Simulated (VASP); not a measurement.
# H2C5 in VASP: single point with PBE

Aim: the single point of H2C5 with PBE.

All numbers are computed with VASP 6.6.1; they aren't measurements. Logs are shortened: lines on timing, memory, paths and dates and some standing lists are left out, and cuts for length are marked.

### 1 The cell of the first run

The cell holds a slab with vacuum, 56 atoms: a = 5.049 Å, b = 10.097 Å, c = 16.165 Å, α = 90.00°, β = 90.00°, γ = 90.00°.

### 2 Single point, PBE

File INCAR:

```
SYSTEM = H2C5
PREC = Accurate
ENCUT = 520
EDIFF = 1E-7
ISMEAR = -1
SIGMA = 0.02
LREAL = Auto
LASPH = .True.
NELM = 100
ALGO = Normal
ISIF = 2
LWAVE = .False.
LCHARG = .True.
GGA = PE
LELF = .True.
LVHAR = .True.
NBANDS = 122
```

File KPOINTS:

```
Automatic mesh
0
Gamma
  2 1 1
  0 0 0
```

File POSCAR:

```
H2C5
1.0
    5.0487420000      0.0000000000      0.0000000000
    0.0000000000     10.0974850000      0.0000000000
    0.0000000000      0.0000000000     16.1647000000
H C
16 40
Direct
    0.4277897346      0.0000000000      0.0618631957
    0.0722160095      0.0000000000      0.0618631957
    0.9277954786      0.0000000000      0.0618631957
    0.5722217535      0.0000000000      0.0618631957
    0.4277897346      0.2500028472      0.0618631957
    0.0722160095      0.2500028472      0.0618631957
    0.9277954786      0.2500028472      0.0618631957
    0.5722217535      0.2500028472      0.0618631957
    0.4277897346      0.4999957910      0.0618631957
    0.0722160095      0.4999957910      0.0618631957
    0.9277954786      0.4999957910      0.0618631957
    0.5722217535      0.4999957910      0.0618631957
    0.4277897346      0.7499986383      0.0618631957
    0.0722160095      0.7499986383      0.0618631957
    0.9277954786      0.7499986383      0.0618631957
    0.5722217535      0.7499986383      0.0618631957
    0.2500028720      0.0000000000      0.1011277661
    0.7500086160      0.0000000000      0.1011277661
    0.2500028720      0.2500028472      0.1011277661
    0.7500086160      0.2500028472      0.1011277661
    0.2500028720      0.4999957910      0.1011277661
    0.7500086160      0.4999957910      0.1011277661
    0.2500028720      0.7499986383      0.1011277661
    0.7500086160      0.7499986383      0.1011277661
    0.2500028720      0.1250014236      0.1563406682
    0.7500086160      0.1250014236      0.1563406682
    0.2500028720      0.3750042709      0.1563406682
    0.7500086160      0.3750042709      0.1563406682
    0.2500028720      0.6249972147      0.1563406682
    0.7500086160      0.6249972147      0.1563406682
    0.2500028720      0.8750000619      0.1563406682
    0.7500086160      0.8750000619      0.1563406682
    0.0024560574      0.1294084616      0.2051012391
    0.4951332431      0.1189999292      0.2000655750
   -0.0168358771      0.3756578990      0.2181048829
    0.5196542030      0.3771434174      0.2136136149
   -0.0022183744      0.6311868748      0.2062828262
    0.5088396278      0.6226996128      0.2072973826
   -0.0081802556      0.8774264087      0.2257821055
    0.5008772482      0.8766935529      0.2190080855
   -0.0114483965      0.0085169723      0.2727795752
    0.4864182008      0.0116662714      0.2658632700
   -0.0104778577      0.2519439247      0.2633454379
    0.5220112258      0.2410204125      0.2648920178
   -0.0296509507      0.5096615642      0.2692038825
    0.4765741644      0.5037987182      0.2708185119
   -0.0082198694      0.7324001967      0.2710845237
    0.4846355785      0.7330043075      0.2764356901
    0.2365143634      0.0652439692      0.3080477831
    0.7430563891      0.0620055390      0.3142959659
    0.2352071070      0.2033575687      0.3037359184
    0.7543265233      0.2015452363      0.3112894146
    0.2293046466      0.5495229753      0.3065383212
    0.7372925770      0.5446603783      0.3176303922
    0.2138156396      0.6904194460      0.3186944391
    0.7409964700      0.6911126880      0.3149888337
```

Potentials or basis: VASP PAW PBE potentials, release 64 (H, C).

Run with:

```console
cat potpaw_PBE.64/H/POTCAR potpaw_PBE.64/C/POTCAR > POTCAR
mpirun -np 1 vasp_std > vasp.out
```

OUTCAR:

```text
SYSTEM = H2C5
   PREC = Accurate
   ENCUT = 520
   EDIFF = 1E-7
   ISMEAR = -1
   LREAL = Auto
   LASPH = .True.
   NELM = 100
   ISIF = 2
   GGA = PE

 ion  position               nearest neighbor table
   1  0.428  0.000  0.062-   4 0.73  17 1.10
   2  0.072  0.000  0.062-   3 0.73  17 1.10
   3  0.928  0.000  0.062-   2 0.73  18 1.10
   4  0.572  0.000  0.062-   1 0.73  18 1.10
   5  0.428  0.250  0.062-   8 0.73  19 1.10
   6  0.072  0.250  0.062-   7 0.73  19 1.10
[... 8 lines left out ...]
  15  0.928  0.750  0.062-  14 0.73  24 1.10
  16  0.572  0.750  0.062-  13 0.73  24 1.10
  17  0.250  0.000  0.101-   2 1.10   1 1.10  31 1.55  25 1.55
[... 29 lines left out ...]
  47  0.992  0.732  0.271-  55 1.42  37 1.46  56 1.51  39 1.64
  48  0.485  0.733  0.276-  56 1.50  38 1.58  55 1.59  40 1.72
  49  0.237  0.065  0.308-  51 1.40  41 1.49  42 1.53
  50  0.743  0.062  0.314-  52 1.41  41 1.51  42 1.60
  51  0.235  0.203  0.304-  49 1.40  43 1.49  44 1.62
  52  0.754  0.202  0.311-  50 1.41  44 1.45  43 1.51
  53  0.229  0.550  0.307-  55 1.44  46 1.45  45 1.50
  54  0.737  0.545  0.318-  45 1.46  56 1.48  46 1.57
  55  0.214  0.690  0.319-  47 1.42  53 1.44  48 1.59
  56  0.741  0.691  0.315-  54 1.48  48 1.50  47 1.51

  LATTYP: Found a simple orthorhombic cell.
 ALAT       =     5.0487420000
 B/A-ratio  =     2.0000001981
 C/A-ratio  =     3.2017282721

  Lattice vectors:

 A1 = (   5.0487420000,   0.0000000000,   0.0000000000)
 A2 = (   0.0000000000,  10.0974850000,   0.0000000000)
 A3 = (   0.0000000000,   0.0000000000,  16.1647000000)

Analysis of symmetry for initial positions (statically):
=====================================================================
 Subroutine PRICEL returns:
 Original cell was already a primitive cell.

 Routine SETGRP: Setting up the symmetry group for a
 simple orthorhombic supercell.

 Subroutine GETGRP returns: Found  1 space group operations
 (whereof  1 operations were pure point group operations)
 out of a pool of  8 trial point group operations.

The static configuration has the point symmetry C_1 .

Analysis of symmetry for dynamics (positions and initial velocities):
=====================================================================
 Subroutine PRICEL returns:
 Original cell was already a primitive cell.

 Routine SETGRP: Setting up the symmetry group for a
 simple orthorhombic supercell.

 Subroutine GETGRP returns: Found  1 space group operations
 (whereof  1 operations were pure point group operations)
 out of a pool of  8 trial point group operations.

[... 197 lines left out ...]
   NUPDOWN=      -1.0000    fix difference up-down
   EMIN   =  10.00;   EMAX   =-10.00  energy-range for DOS
   EFERMI =   0.00;   METHOD = LEGACY
   ISMEAR =    -1;   SIGMA  =   0.02  broadening in eV -4-tet -1-fermi 0-gaus
   EFERMI_NEDOS =   21; number of points for ismear=-14 and -15
   IALGO  =     38    algorithm
   IMIX   =      4    mixing-type and parameters
     AMIX     =   0.40;   BMIX     =  1.00
     AMIX_MAG =   1.60;   BMIX_MAG =  1.00
  volume/ion in A,a.u.               =      14.72        99.31
  Fermi-wavevector in a.u.,A,eV,Ry     =   0.978568  1.849226 13.028877  0.957595
  Thomas-Fermi vector in A             =   2.109354
   LORBIT       =      0    0 simple, 1 ext, 2 COOP (PROOUT), +10 PAW based schemes
   GGA     = PE    functional components
   LHFCALC =     F    Hartree Fock is set to
   AEXX    =    0.0000 exact exchange contribution
   IVDW    =     0    specifies the selected vdW correction
   LEPSILON=     F    determine dielectric tensor
   LRPA    =     F    only Hartree local field effects (RPA)
 non-spin polarized calculation
  energy-cutoff  :      520.00
  volume of cell :      824.07
 maximum number of plane-waves:     22199
 NGX is ok and might be reduce to    40
   NGX = 19   NGY = 37   NGZ = 61

 number of electron     176.0000004 magnetization

 Free energy of the ion-electron system (eV)
  ---------------------------------------------------
  ext. energy  EPLUGINS =         0.00000000
  ---------------------------------------------------
  free energy    TOTEN  =      -374.67575254 eV

  energy without entropy =     -374.67561191  energy(sigma->0) =     -374.67568222

 E-fermi :   0.6932     XC(G=0):  -5.1665

 val. band max:        0.5366553751   @ k =   0.0000   0.0000   0.0000
 cond. band min:       0.8497770823   @ k =   0.0000   0.0000   0.0000
 fundamental gap:      0.3131217072
 Fermi energy:         0.6932162265

 k-point     1 :       0.0000    0.0000    0.0000
  band No.  band energies     occupation
      1     -21.1364      2.00000
      2     -20.6721      2.00000
      3     -19.0372      2.00000
      4     -18.8368      2.00000
      5     -18.1526      2.00000
      6     -16.9176      2.00000
[... 92 lines left out ...]
     99       4.1888      0.00000
    100       4.2318      0.00000

 k-point     2 :       0.5000    0.0000    0.0000
  band No.  band energies     occupation
      1     -20.1643      2.00000
      2     -19.8728      2.00000
      3     -19.7157      2.00000
      4     -19.3458      2.00000
      5     -18.0624      2.00000
      6     -17.7792      2.00000
[... 92 lines left out ...]
     99       4.6661      0.00000
    100       4.9268      0.00000
 [bands above 100 left out]

------------------------ aborting loop because EDIFF is reached ----------------------------------------

  FORCE on cell =-STRESS in cart. coord.  units (eV):
  Direction    XX          YY          ZZ          XY          YZ          ZX
  --------------------------------------------------------------------------------------
  -------------------------------------------------------------------------------------
  Total      165.5235399    -13.1907662     -2.9158347     -3.3906948     -1.1917343     10.9495989
  in kB      321.8150158    -25.6458183     -5.6690390     -6.5922739     -2.3169997     21.2884846
  external PRESSURE =      96.8333862 kB  Pullay stress =       0.0000000 kB

 VOLUME and BASIS-vectors are now :
 -----------------------------------------------------------------------------
  energy-cutoff  :      520.00
  volume of cell :      824.07
      direct lattice vectors                 reciprocal lattice vectors
     5.048742000  0.000000000  0.000000000     0.198069143  0.000000000  0.000000000
     0.000000000 10.097485000  0.000000000     0.000000000  0.099034562  0.000000000
     0.000000000  0.000000000 16.164700000     0.000000000  0.000000000  0.061863196

 POSITION                                       TOTAL-FORCE (eV/Angst)
 -----------------------------------------------------------------------------------
      2.15980      0.00000      1.00000        -8.884294     -0.028862      0.080149
      0.36460      0.00000      1.00000         8.888052     -0.097000     -0.003026
      4.68420      0.00000      1.00000        -8.910459     -0.142099     -0.016126
      2.88900      0.00000      1.00000         8.931138     -0.061746      0.054340
      2.15980      2.52440      1.00000        -8.915979      0.096015      0.046856
      0.36460      2.52440      1.00000         8.947199      0.003271      0.036525
[... 48 lines left out ...]
      1.07950      6.97150      5.15160         5.526754     -2.260575     -0.210903
      3.74110      6.97850      5.09170        -1.042810     -2.860265      0.448541
 -----------------------------------------------------------------------------------
    total drift:                                0.028105     -0.025358      0.003705

  FREE ENERGIE OF THE ION-ELECTRON SYSTEM (eV)
  ---------------------------------------------------
  free  energy   TOTEN  =      -374.6757525412 eV

  energy  without entropy=     -374.6756119086  energy(sigma->0) =     -374.67568222
```

Wall time 17 min (1 thread of Intel Xeon 8259CL, shared host); peak memory 0.81 GiB.

What came out:

| Item | Value |
| --- | --- |
| Free energy | -374.6758 eV |
| Largest force | 8.952 eV/Å |
| Band gap on the k mesh | 0.31 eV |

Forces on the atoms (eV/Å):
```
H   -8.884 -0.029  0.080
H    8.888 -0.097 -0.003
H   -8.910 -0.142 -0.016
H    8.931 -0.062  0.054
H   -8.916  0.096  0.047
H    8.947  0.003  0.037
H   -8.926  0.074  0.096
H    8.951  0.080  0.022
H   -8.936  0.002  0.080
H    8.948 -0.057  0.001
H   -8.938  0.019  0.052
H    8.936 -0.042  0.105
H   -8.878  0.106  0.042
H    8.950  0.031  0.028
H   -8.899 -0.011  0.095
H    8.878  0.134  0.025
C   -0.535 -0.412  0.924
C    0.504 -0.323  0.825
C   -0.137  0.390  0.852
C   -0.183  0.109  0.739
C   -0.372 -0.214  1.117
C    0.272 -0.095  0.789
C   -0.119  0.266  1.286
C   -0.202  0.334  1.202
C   -1.018 -0.050 -5.255
C    0.311 -0.603 -5.143
C    0.274  0.191  0.682
C    0.525  0.843 -0.548
C    0.608  0.380 -2.904
C    0.402  0.371 -3.396
C   -0.022  0.144  2.136
C   -0.266  0.097  2.384
C   -2.239 -1.278 -0.210
C    2.311  2.483  3.536
C    1.884  2.113 -1.920
C   -4.552 -1.481  1.756
C   -0.800 -2.961 -1.132
C   -3.382  0.550  0.814
C    0.574 -1.558 -2.920
C   -1.396 -1.188 -0.354
C    0.365  1.446 -0.032
C    1.379  0.288  2.058
C    1.087 -3.050  2.538
C   -4.858  1.126 -0.430
C    2.731 -2.134 -0.751
C    3.868 -0.162 -0.866
C   -2.293  4.196  0.576
C    0.255  2.233 -1.115
C    0.823  0.146  0.588
C   -0.270  0.226 -1.222
C    3.530 -0.917  1.218
C   -0.878 -1.674 -0.105
C   -1.307  1.630  1.774
C   -1.500  3.549 -0.473
C    5.527 -2.261 -0.211
C   -1.043 -2.860  0.449
```

Caveat: the k points lie up to 0.62 Å⁻¹ apart; the atoms stand as in a frame of molecular dynamics; there is no dipole correction, which matters where the two faces differ.
